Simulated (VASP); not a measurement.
# In (C2/m) in VASP: single point with RPBE

Aim: the single point of In with RPBE.

Program: VASP 6.6.1. These are calculated values, not measurements. Logs are shortened: lines on timing, memory, paths and dates and some standing lists are left out, and cuts for length are marked.

## 1. The cell of the first run

It takes space group C2/m (No. 12, monoclinic). Conventional cell: a = 4.685 Å, b = 4.802 Å, c = 3.421 Å, α = 90.00°, β = 131.46°, γ = 90.00°. Within 4.4 Å of In (site symmetry 2/m) lie 12 In at 3.35 to 3.53 Å.

## 2. Single point, RPBE

Contents of INCAR:

```
SYSTEM = In
PREC     = Accurate       ! precision mode
ENCUT    = 520            ! plane-wave cutoff, eV
EDIFF    = 1E-6           ! SCF threshold, eV
ISMEAR   = -1             ! smearing method
SIGMA    = 0.1            ! smearing width, eV
LREAL    = .False.        ! projectors in reciprocal space
LASPH    = .True.         ! aspherical terms in the spheres
NELM     = 60             ! most SCF steps
ALGO     = Normal         ! electronic algorithm
ISIF     = 2              ! what is computed and relaxed
LWAVE    = .False.        ! write WAVECAR
LCHARG   = .False.        ! write CHGCAR
GGA      = RP             ! functional
ISYM     = 0            
NBANDS   = 12             ! bands
```

Contents of KPOINTS:

```
regular mesh
0
Gamma
  12 12 14
  0 0 0
```

Contents of POSCAR:

```
In
1.0
   -1.6704974470      1.7247358397      2.5647738315
    1.7247358397     -1.6704974470      2.5647738315
    1.6290844099      1.6290844099     -2.5291337457
In
1
Direct
    0.0000000000      0.0000000000      0.0000000000
```

Potentials or basis: VASP PAW PBE potentials, release 64 (In_d).

Run with:

```
cat potpaw_PBE.64/In_d/POTCAR > POTCAR
mpirun -np 1 vasp_std > vasp.out
```

OUTCAR:

```text
SYSTEM = In
   PREC = Accurate
   ENCUT = 520
   EDIFF = 1E-6
   ISMEAR = -1
   LREAL = .False.
   LASPH = .True.
   NELM = 60
   ISIF = 2
   GGA = RP
   ISYM = 0

 ion  position               nearest neighbor table
   1  0.000  0.000  0.000-

IMPORTANT INFORMATION: All symmetrisations will be switched off!
NOSYMM: (Re-)initialisation of all symmetry stuff for point group C_1.

----------------------------------------------------------------------------------------

                                     Primitive cell

  volume of cell :      28.8379

  direct lattice vectors                    reciprocal lattice vectors
    -1.670497447  1.724735840  2.564773832     0.001618648  0.296149219  0.191800450
     1.724735840 -1.670497447  2.564773832     0.296149219  0.001618648  0.191800450
     1.629084410  1.629084410 -2.529133746     0.301963957  0.301963957 -0.006385764

  length of vectors
     3.513309016  3.513309016  3.421162015     0.352837629  0.352837629  0.427089265

  position of ions in fractional coordinates (direct lattice)
     0.000000000  0.000000000  0.000000000

  ion indices of the primitive-cell ions
   primitive index   ion index
                 1           1

----------------------------------------------------------------------------------------

 KPOINTS: regular mesh

Automatic generation of k-mesh.
 Grid dimensions read from file:
 generate k-points for:   12   12   14

 Generating k-lattice:

  Cartesian coordinates                     Fractional coordinates (reciprocal lattice)
     0.000134887  0.024679102  0.015983371     0.083333333 -0.000000000  0.000000000
     0.024679102  0.000134887  0.015983371    -0.000000000  0.083333333  0.000000000
     0.021568854  0.021568854 -0.000456126    -0.000000000 -0.000000000  0.071428571

  Length of vectors
     0.029403136  0.029403136  0.030506376

  Shift w.r.t. Gamma in fractional coordinates (k-lattice)
     0.000000000  0.000000000  0.000000000

 Subroutine IBZKPT returns following result:
 ===========================================

 Found   1012 irreducible k-points:

 Following reciprocal coordinates:
            Coordinates               Weight
  0.000000  0.000000  0.000000      1.000000
  0.083333 -0.000000 -0.000000      2.000000
  0.000000 -0.083333  0.000000      2.000000
  0.166667 -0.000000 -0.000000      2.000000
  0.000000 -0.166667  0.000000      2.000000
  0.250000 -0.000000 -0.000000      2.000000
[... 16 lines left out ...]
  0.500000  0.083333  0.000000      2.000000
 -0.083333  0.500000 -0.000000      2.000000
 [... further k-points ...]
   k-points           NKPTS =   1012   k-points in BZ     NKDIM =   1012   number of bands    NBANDS=     12
   number of dos      NEDOS =    301   number of ions     NIONS =      1
   total plane-waves  NPLWV =  21952
   dimension x,y,z NGX =    28 NGY =   28 NGZ =   28
   dimension x,y,z NGXF=    56 NGYF=   56 NGZF=   56
   ions per type =               1
   NGX,Y,Z   is equivalent  to a cutoff of  13.25, 13.25, 13.61 a.u.
   NGXF,Y,Z  is equivalent  to a cutoff of  26.50, 26.50, 27.21 a.u.
 SYSTEM =  In
   PREC   = accura    normal or accurate (medium, high low for compatibility)
   ISTART =      0    job   : 0-new  1-cont  2-samecut
   ICHARG =      2    charge: 1-file 2-atom 10-const
   ISPIN  =      1    spin polarized calculation?
   LNONCOLLINEAR =      F non collinear calculations
   LSORBIT =      F    spin-orbit coupling
   LASPH  =      T    aspherical Exc in radial PAW
   ENCUT  =  520.0 eV  38.22 Ry    6.18 a.u.   6.53  6.53  6.36*2*pi/ulx,y,z
   NELM   =     60;   NELMIN=  2; NELMDL= -5     # of ELM steps
   EDIFF  = 0.1E-05   stopping-criterion for ELM
   LREAL  =      F    real-space projection
   EDIFFG = 0.1E-04   stopping-criterion for IOM
   NSW    =      0    number of steps for IOM
   IBRION =     -1    ionic relax: 0-MD 1-quasi-New 2-CG
   NFREE  =      0    steps in history (QN), initial steepest desc. (CG)
   ISIF   =      2    stress and relaxation
   ISYM   =      0    0-nonsym 1-usesym 2-fastsym
   POTIM  = 0.5000    time-step for ionic-motion
   TEBEG  =    0.0;   TEEND  =   0.0 temperature during run
   PSTRESS=    0.0 pullay stress
   NELECT =      13.0000    total number of electrons
   NUPDOWN=      -1.0000    fix difference up-down
   EMIN   =  10.00;   EMAX   =-10.00  energy-range for DOS
   EFERMI =   0.00;   METHOD = LEGACY
   ISMEAR =    -1;   SIGMA  =   0.10  broadening in eV -4-tet -1-fermi 0-gaus
   EFERMI_NEDOS =   21; number of points for ismear=-14 and -15
   IALGO  =     38    algorithm
   IMIX   =      4    mixing-type and parameters
     AMIX     =   0.40;   BMIX     =  1.00
     AMIX_MAG =   1.60;   BMIX_MAG =  1.00
  volume/ion in A,a.u.               =      28.84       194.61
  Fermi-wavevector in a.u.,A,eV,Ry     =   1.255263  2.372103 21.438501  1.575685
  Thomas-Fermi vector in A             =   2.389028
   LORBIT       =      0    0 simple, 1 ext, 2 COOP (PROOUT), +10 PAW based schemes
   GGA     = RP    functional components
   LHFCALC =     F    Hartree Fock is set to
   AEXX    =    0.0000 exact exchange contribution
   IVDW    =     0    specifies the selected vdW correction
   LEPSILON=     F    determine dielectric tensor
   LRPA    =     F    only Hartree local field effects (RPA)
 non-spin polarized calculation
  energy-cutoff  :      520.00
  volume of cell :       28.84
 maximum number of plane-waves:       791
 NGX is ok and might be reduce to    28
   NGX = 13   NGY = 13   NGZ = 13

 number of electron      13.0000001 magnetization

 Free energy of the ion-electron system (eV)
  ---------------------------------------------------
  ext. energy  EPLUGINS =         0.00000000
  ---------------------------------------------------
  free energy    TOTEN  =        -2.20705990 eV

  energy without entropy =       -2.19159529  energy(sigma->0) =       -2.19932760

 E-fermi :   6.5939     XC(G=0):  -9.6997

 val. band max:        6.5936158436   @ k =  -0.0833  -0.3333  -0.2857
 cond. band min:       6.6027576295   @ k =  -0.2500   0.0000   0.4286
 fundamental gap:      0.0091417859
 Fermi energy:         6.5939165066

 k-point     1 :       0.0000    0.0000    0.0000
  band No.  band energies     occupation
      1      -8.0645      2.00000
      2      -7.9916      2.00000
      3      -7.9626      2.00000
      4      -7.9209      2.00000
      5      -7.8347      2.00000
      6      -2.2865      2.00000
      7      16.0297      0.00000
      8      16.2949      0.00000
      9      16.7604      0.00000
     10      18.0017      0.00000
     11      19.4443      0.00000
     12      19.7987      0.00000

 k-point     2 :       0.0833   -0.0000   -0.0000
  band No.  band energies     occupation
      1      -8.0562      2.00000
      2      -7.9907      2.00000
      3      -7.9578      2.00000
      4      -7.9171      2.00000
      5      -7.8375      2.00000
      6      -2.1482      2.00000
      7      14.4809      0.00000
      8      16.0118      0.00000
      9      16.4583      0.00000
     10      17.7808      0.00000
     11      19.9571      0.00000
     12      20.3859      0.00000

 k-point     3 :       0.0000   -0.0833    0.0000
  band No.  band energies     occupation
      1      -8.0562      2.00000
      2      -7.9907      2.00000
      3      -7.9578      2.00000
      4      -7.9171      2.00000
      5      -7.8375      2.00000
      6      -2.1482      2.00000
      7      14.4809      0.00000
      8      16.0118      0.00000
      9      16.4583      0.00000
     10      17.7808      0.00000
     11      19.9571      0.00000
     12      20.3859      0.00000

 k-point     4 :       0.1667   -0.0000   -0.0000
  band No.  band energies     occupation
      1      -8.0401      2.00000
      2      -7.9947      2.00000
      3      -7.9459      2.00000
      4      -7.8974      2.00000
      5      -7.8414      2.00000
      6      -1.7306      2.00000
      7      11.8692      0.00000
      8      15.5312      0.00000
      9      15.9276      0.00000
     10      17.6505      0.00000
     11      19.3798      0.00000
     12      20.9755      0.00000

 k-point     5 :       0.0000   -0.1667    0.0000
  band No.  band energies     occupation
      1      -8.0401      2.00000
      2      -7.9947      2.00000
      3      -7.9459      2.00000
      4      -7.8974      2.00000
      5      -7.8414      2.00000
      6      -1.7306      2.00000
      7      11.8692      0.00000
      8      15.5312      0.00000
      9      15.9276      0.00000
     10      17.6505      0.00000
     11      19.3798      0.00000
     12      20.9756      0.00000

 k-point     6 :       0.2500   -0.0000   -0.0000
  band No.  band energies     occupation
      1      -8.0314      2.00000
      2      -8.0076      2.00000
      3      -7.9400      2.00000
      4      -7.8544      2.00000
      5      -7.8331      2.00000
      6      -1.0287      2.00000
      7       9.3161      0.00000
      8      14.8831      0.00000
      9      15.5612      0.00000
     10      17.5777      0.00000
     11      18.5805      0.00000
     12      20.4564      0.00000

 k-point     7 :       0.0000   -0.2500    0.0000
  band No.  band energies     occupation
      1      -8.0314      2.00000
      2      -8.0076      2.00000
      3      -7.9400      2.00000
      4      -7.8544      2.00000
      5      -7.8331      2.00000
      6      -1.0287      2.00000
      7       9.3161      0.00000
      8      14.8831      0.00000
      9      15.5612      0.00000
     10      17.5777      0.00000
     11      18.5805      0.00000
     12      20.4564      0.00000

 k-point     8 :       0.3333   -0.0000    0.0000
  band No.  band energies     occupation
      1      -8.0342      2.00000
      2      -8.0222      2.00000
      3      -7.9471      2.00000
      4      -7.8119      2.00000
      5      -7.7994      2.00000
      6      -0.0438      2.00000
      7       6.9697      0.04560
      8      14.3131      0.00000
      9      15.3346      0.00000
     10      17.5531      0.00000
     11      18.0086      0.00000
     12      19.5684      0.00000
[... 166 lines left out ...]
 k-point    20 :      -0.0833   -0.3333   -0.0000
  band No.  band energies     occupation
      1      -8.0274      2.00000
      2      -8.0184      2.00000
      3      -7.9457      2.00000
      4      -7.8096      2.00000
      5      -7.7945      2.00000
      6       0.4301      2.00000
      7       6.4392      1.64893
      8      12.9680      0.00000
      9      14.5955      0.00000
     10      17.6446      0.00000
     11      18.1095      0.00000
     12      20.1496      0.00000

 k-point    21 :       0.4167    0.0833   -0.0000
  band No.  band energies     occupation
      1      -8.0402      2.00000
      2      -8.0188      2.00000
      3      -7.9547      2.00000
      4      -7.7927      2.00000
      5      -7.7590      2.00000
      6       1.7118      2.00000
      7       4.4956      2.00000
      8      13.0607      0.00000
      9      14.1591      0.00000
     10      17.0924      0.00000
     11      18.0533      0.00000
     12      20.3191      0.00000

 k-point    22 :      -0.0833   -0.4167    0.0000
  band No.  band energies     occupation
      1      -8.0402      2.00000
      2      -8.0188      2.00000
      3      -7.9547      2.00000
      4      -7.7927      2.00000
      5      -7.7590      2.00000
      6       1.7118      2.00000
      7       4.4956      2.00000
      8      13.0607      0.00000
      9      14.1591      0.00000
     10      17.0924      0.00000
     11      18.0533      0.00000
     12      20.3191      0.00000

 k-point    23 :       0.5000    0.0833    0.0000
  band No.  band energies     occupation
      1      -8.0469      2.00000
      2      -8.0158      2.00000
      3      -7.9566      2.00000
      4      -7.7959      2.00000
      5      -7.7442      2.00000
      6       2.1845      2.00000
      7       3.9107      2.00000
      8      13.2348      0.00000
      9      14.1174      0.00000
     10      16.7134      0.00000
     11      18.1911      0.00000
     12      20.4271      0.00000

 k-point    24 :      -0.0833    0.5000   -0.0000
  band No.  band energies     occupation
      1      -8.0469      2.00000
      2      -8.0158      2.00000
      3      -7.9566      2.00000
      4      -7.7959      2.00000
      5      -7.7442      2.00000
      6       2.1845      2.00000
      7       3.9107      2.00000
      8      13.2348      0.00000
      9      14.1174      0.00000
     10      16.7134      0.00000
     11      18.1911      0.00000
     12      20.4271      0.00000

 [... further k-points ...]

------------------------ aborting loop because EDIFF is reached ----------------------------------------

  FORCE on cell =-STRESS in cart. coord.  units (eV):
  Direction    XX          YY          ZZ          XY          YZ          ZX
  --------------------------------------------------------------------------------------
  -------------------------------------------------------------------------------------
  Total       -0.0123311     -0.0123288     -0.0186992      0.0011568     -0.0006813     -0.0006791
  in kB       -0.6850904     -0.6849626     -1.0388928      0.0642698     -0.0378527     -0.0377322
  external PRESSURE =      -0.8029819 kB  Pullay stress =       0.0000000 kB

 VOLUME and BASIS-vectors are now :
 -----------------------------------------------------------------------------
  energy-cutoff  :      520.00
  volume of cell :       28.84
      direct lattice vectors                 reciprocal lattice vectors
    -1.670497447  1.724735840  2.564773832     0.001618648  0.296149219  0.191800450
     1.724735840 -1.670497447  2.564773832     0.296149219  0.001618648  0.191800450
     1.629084410  1.629084410 -2.529133746     0.301963957  0.301963957 -0.006385764

 POSITION                                       TOTAL-FORCE (eV/Angst)
 -----------------------------------------------------------------------------------
      0.00000      0.00000      0.00000         0.000003      0.000002     -0.000001
 -----------------------------------------------------------------------------------
    total drift:                                0.000003      0.000002     -0.000001

  FREE ENERGIE OF THE ION-ELECTRON SYSTEM (eV)
  ---------------------------------------------------
  free  energy   TOTEN  =        -2.2070599005 eV

  energy  without entropy=       -2.1915952934  energy(sigma->0) =       -2.19932760
```

It took 3 min on 1 thread of AMD EPYC 7R13 (Zen 3), shared host; peak memory 0.4 GiB.

Results:

```
Free energy : -2.2071 eV
Pressure    : -0.1 GPa
```

Caveat: the PAW data sets were made with another functional, which shifts forces and pressure a little; spin-orbit coupling is left out, which moves the levels of the heavy elements.
